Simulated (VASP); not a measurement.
# HfN (F222) in VASP: single point with PBEsol

Aim: the single point of HfN with PBEsol.

Program: VASP 6.6.1. These are calculated values, not measurements. Logs are shortened: lines on timing, memory, paths and dates and some standing lists are left out, and cuts for length are marked.

### Step 1. The cell of the first run

It takes space group F222 (No. 22, orthorhombic). The conventional cell has a = 4.502 Å, b = 4.867 Å, c = 5.232 Å, α = 90.00°, β = 90.00°, γ = 90.00°. Hf (site symmetry 222) has 4 N at 2.11 Å within 2.8 Å. Within 2.8 Å of N (site symmetry 222) lie 4 Hf at 2.11 Å.

### Step 2. Single point, PBEsol (strain -0.0750 x Voigt [1, -1, 0, 0, 0, 0])

INCAR reads:

```
  PREC = Accurate
  ENCUT = 520
  EDIFF = 1E-6
  ISMEAR = 0
  SIGMA = 0.15
  LREAL = F
  LASPH = T
  NELM = 60
  ALGO = Fast
  ISIF = 2
  LWAVE = F
  LCHARG = F
  GGA = PS
  NBANDS = 14
```

KPOINTS reads:

```
regular mesh
0
Gamma
  22 22 22
```

POSCAR reads:

```
HfN
1.0
    0.0000000000      2.6160491460      2.4335340893
    2.2510190326      0.0000000000      2.4335340893
    2.2510190326      2.6160491460      0.0000000000
Hf N
1 1
Direct
    0.0000000000      0.0000000000      0.0000000000
    0.7500000000      0.7500000000      0.7500000000
```

Potentials or basis: VASP PAW PBE potentials, release 64 (Hf_pv, N).

The run is started by

```console
> cat potpaw_PBE.64/Hf_pv/POTCAR potpaw_PBE.64/N/POTCAR > POTCAR
> mpirun -np 1 vasp_std > vasp.out
```

OUTCAR:

```text
PREC = Accurate
   ENCUT = 520
   EDIFF = 1E-6
   ISMEAR = 0
   LREAL = F
   LASPH = T
   NELM = 60
   ISIF = 2
   GGA = PS

 ion  position               nearest neighbor table
   1  0.000  0.000  0.000-   2 2.11   2 2.11   2 2.11   2 2.11
   2  0.750  0.750  0.750-   1 2.11   1 2.11   1 2.11   1 2.11

  LATTYP: Found a face centered orthorhombic cell.
 ALAT       =     4.5020380652
 B/A-ratio  =     1.0810810811
 C/A-ratio  =     1.1621621622

  Lattice vectors:

 A1 = (   0.0000000000,   2.6160491460,  -2.4335340893)
 A2 = (   2.2510190326,   2.6160491460,   0.0000000000)
 A3 = (   2.2510190326,   0.0000000000,  -2.4335340893)

Analysis of symmetry for initial positions (statically):
=====================================================================
 Subroutine PRICEL returns:
 Original cell was already a primitive cell.

 Routine SETGRP: Setting up the symmetry group for a
 face centered orthorhombic supercell.

 Subroutine GETGRP returns: Found  4 space group operations
 (whereof  4 operations were pure point group operations)
 out of a pool of  8 trial point group operations.

The static configuration has the point symmetry D_2 .

Analysis of symmetry for dynamics (positions and initial velocities):
=====================================================================
 Subroutine PRICEL returns:
 Original cell was already a primitive cell.

 Routine SETGRP: Setting up the symmetry group for a
 face centered orthorhombic supercell.

 Subroutine GETGRP returns: Found  4 space group operations
 (whereof  4 operations were pure point group operations)
 out of a pool of  8 trial point group operations.

The dynamic configuration has the point symmetry D_2 .

 Subroutine INISYM returns: Found  4 space group operations
 (whereof  4 operations are pure point group operations),
 and found     1 'primitive' translations

----------------------------------------------------------------------------------------

                                     Primitive cell

  volume of cell :      28.6611

  direct lattice vectors                    reciprocal lattice vectors
     0.000000000  2.616049146  2.433534089    -0.222121623  0.191127908  0.205462501
     2.251019033  0.000000000  2.433534089     0.222121623 -0.191127908  0.205462501
     2.251019033  2.616049146  0.000000000     0.222121623  0.191127908 -0.205462501

  length of vectors
[... 92 lines left out ...]
   PSTRESS=    0.0 pullay stress
   NELECT =      15.0000    total number of electrons
   NUPDOWN=      -1.0000    fix difference up-down
   EMIN   =  10.00;   EMAX   =-10.00  energy-range for DOS
   EFERMI =   0.00;   METHOD = LEGACY
   ISMEAR =     0;   SIGMA  =   0.15  broadening in eV -4-tet -1-fermi 0-gaus
   EFERMI_NEDOS =   21; number of points for ismear=-14 and -15
   IALGO  =     68    algorithm
   IMIX   =      4    mixing-type and parameters
     AMIX     =   0.40;   BMIX     =  1.00
     AMIX_MAG =   1.60;   BMIX_MAG =  1.00
  volume/ion in A,a.u.               =      14.33        96.71
  Fermi-wavevector in a.u.,A,eV,Ry     =   1.319292  2.493101 23.681384  1.740533
  Thomas-Fermi vector in A             =   2.449201
   LORBIT       =      0    0 simple, 1 ext, 2 COOP (PROOUT), +10 PAW based schemes
   GGA     = PS    functional components
   LHFCALC =     F    Hartree Fock is set to
   AEXX    =    0.0000 exact exchange contribution
   IVDW    =     0    specifies the selected vdW correction
   LEPSILON=     F    determine dielectric tensor
   LRPA    =     F    only Hartree local field effects (RPA)
 non-spin polarized calculation
 RMM-DIIS sequential band-by-band and
 Gauss-broadening in eV      SIGMA  =   0.15
  energy-cutoff  :      520.00
  volume of cell :       28.66
 maximum number of plane-waves:       791
   NGX = 13   NGY = 13   NGZ = 13

 number of electron      15.0000002 magnetization

 Free energy of the ion-electron system (eV)
  ---------------------------------------------------
  ext. energy  EPLUGINS =         0.00000000
  ---------------------------------------------------
  free energy    TOTEN  =       -22.12482043 eV

  energy without entropy =      -22.11684935  energy(sigma->0) =      -22.12083489

 E-fermi :   5.8953     XC(G=0): -11.5585

 val. band max:        5.8934597007   @ k =   0.2273   0.4091   0.0455
 cond. band min:       5.8975928030   @ k =  -0.2273   0.1818   0.3182
 fundamental gap:      0.0041331023
 Fermi energy:         5.8953269056

 k-point     1 :       0.0000    0.0000    0.0000
  band No.  band energies     occupation
      1     -25.1201      2.00000
      2     -25.1067      2.00000
      3     -25.0947      2.00000
      4     -10.3738      2.00000
      5       0.1696      2.00000
      6       0.4260      2.00000
      7       0.5808      2.00000
      8       5.0875      2.00000
      9       7.3364      0.00000
     10       8.9216      0.00000
     11      11.2996      0.00000
     12      12.5719      0.00000
     13      13.7138      0.00000
     14      18.8688      0.00000
[... 377 lines left out ...]
      1     -25.6388      2.00000
      2     -25.2114      2.00000
      3     -25.1478      2.00000
      4      -9.1876      2.00000
      5       0.0438      2.00000
      6       0.5951      2.00000
      7       1.2761      2.00000
      8       7.2614      0.00000
      9       8.5060      0.00000
     10       8.7686      0.00000
     11       9.9979      0.00000
     12      11.4152      0.00000
     13      11.9492      0.00000
     14      15.4535      0.00000

 [... further k-points ...]

------------------------ aborting loop because EDIFF is reached ----------------------------------------

  FORCE on cell =-STRESS in cart. coord.  units (eV):
  Direction    XX          YY          ZZ          XY          YZ          ZX
  --------------------------------------------------------------------------------------
  -------------------------------------------------------------------------------------
  Total        1.5625842     -2.2210765      0.2536510      0.0000000      0.0000000      0.0000000
  in kB       87.3497198   -124.1599730     14.1792980      0.0000000      0.0000000      0.0000000
  external PRESSURE =      -7.5436517 kB  Pullay stress =       0.0000000 kB

 VOLUME and BASIS-vectors are now :
 -----------------------------------------------------------------------------
  energy-cutoff  :      520.00
  volume of cell :       28.66
      direct lattice vectors                 reciprocal lattice vectors
     0.000000000  2.616049146  2.433534089    -0.222121623  0.191127908  0.205462501
     2.251019033  0.000000000  2.433534089     0.222121623 -0.191127908  0.205462501
     2.251019033  2.616049146  0.000000000     0.222121623  0.191127908 -0.205462501

 POSITION                                       TOTAL-FORCE (eV/Angst)
 -----------------------------------------------------------------------------------
      0.00000      0.00000      0.00000        -0.000000      0.000000      0.000000
      3.37653      3.92407      3.65030         0.000000     -0.000000      0.000000
 -----------------------------------------------------------------------------------
    total drift:                                0.000000     -0.000000     -0.000000

  FREE ENERGIE OF THE ION-ELECTRON SYSTEM (eV)
  ---------------------------------------------------
  free  energy   TOTEN  =       -22.1248204328 eV

  energy  without entropy=      -22.1168493454  energy(sigma->0) =      -22.12083489
```

OSZICAR:

```text
N       E                     dE             d eps       ncg     rms          rms(c)
DAV:   1     0.407319708305E+02    0.40732E+02   -0.77158E+03 42920   0.980E+02
DAV:   2    -0.230125681780E+02   -0.63745E+02   -0.59550E+02 57732   0.233E+02
DAV:   3    -0.254274009924E+02   -0.24148E+01   -0.24050E+01 49842   0.377E+01
DAV:   4    -0.254405619222E+02   -0.13161E-01   -0.13159E-01 50934   0.329E+00
DAV:   5    -0.254406902196E+02   -0.12830E-03   -0.12830E-03 50324   0.287E-01    0.563E+01
RMM:   6    -0.222469169864E+02    0.31938E+01   -0.63984E+00 42923   0.134E+01    0.379E+01
RMM:   7    -0.221406015531E+02    0.10632E+00   -0.53298E-01 44772   0.661E+00    0.226E+01
RMM:   8    -0.221315777758E+02    0.90238E-02   -0.13767E-01 47054   0.260E+00    0.307E+00
RMM:   9    -0.221263612215E+02    0.52166E-02   -0.43819E-02 49458   0.147E+00    0.284E+00
RMM:  10    -0.221248361318E+02    0.15251E-02   -0.38956E-03 51547   0.624E-01    0.482E-01
RMM:  11    -0.221248176004E+02    0.18531E-04   -0.55227E-04 54757   0.149E-01    0.289E-01
RMM:  12    -0.221248187729E+02   -0.11725E-05   -0.58821E-05 56483   0.601E-02    0.810E-02
RMM:  13    -0.221248202098E+02   -0.14369E-05   -0.14064E-05 55102   0.239E-02    0.168E-02
RMM:  14    -0.221248204328E+02   -0.22295E-06   -0.32020E-06 45124   0.101E-02
   1 F= -.22124820E+02 E0= -.22120835E+02  d E =-.797109E-02
```

stdout:

```text
POSCAR found type information on POSCAR HfN
 POSCAR found :  2 types and       2 ions
 scaLAPACK will be used
 -----------------------------------------------------------------------------
|                                                                             |
|                                                                             |
|     You enforced a specific xc type in the INCAR file but a different       |
|     I HOPE YOU KNOW WHAT YOU ARE DOING!                                     |
|                                                                             |
 -----------------------------------------------------------------------------

 LDA part: xc-table for (Slater+PW92), standard interpolation
 POSCAR, INCAR and KPOINTS ok, starting setup
 FFT: planning ... GRIDC
 FFT: planning ... GRID_SOFT
 FFT: planning ... GRID
 WAVECAR not read
 entering main loop
```

Run time: 14 min. Hardware: 1 thread of Oxide Virtual Turin-like, shared host; peak memory 0.66 GiB.

Results:

```
Free energy            : -22.1248 eV
Pressure               : -0.8 GPa
Band gap on the k mesh : zero (an odd number of electrons rules out a gap without spin polarisation)
```

Caveat: the cell differs from its parent crystal (strain -0.0750 x Voigt [1, -1, 0, 0, 0, 0]); the stress differs along the axes, from -12 to 9 GPa; the PAW data sets were made with another functional, which shifts forces and pressure a little; spin-orbit coupling is left out, which moves the levels of the heavy elements.
